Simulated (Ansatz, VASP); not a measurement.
**Two plane-wave programs on MgO**

```
Mg O
1.0
     0.00000    2.13515    2.13515
     2.13515    0.00000    2.13515
     2.13515    2.13515    0.00000
Mg O
1 1
Direct
  0.00000 0.00000 0.00000
  0.50000 0.50000 0.50000
```

Alike in both runs: task single point; functional r2SCAN; k mesh 8 × 8 × 8; occupations gaussian, width 0.1 eV; no spin polarisation.

|  | VASP | Ansatz |
| --- | --- | --- |
| version | VASP 6.6.1 | Ansatz 0.2.0 |
| potentials or method | VASP PAW PBE potentials, release 64 (Mg_sv, O), cutoff 750 eV | scalar-relativistic, plane waves, PAW |
| valence electrons in the cell | 16 | 16 |

```tsv
	VASP	Ansatz	Ansatz less VASP
gap on the k mesh at the Fermi level (eV)	5.24	5.22	-0.022
least direct gap on the mesh (eV)	5.24	5.22	-0.022
pressure (GPa)	-7.0	-7.1	-0.03
```

VASP's potentials were made for PBE, not for r2SCAN.
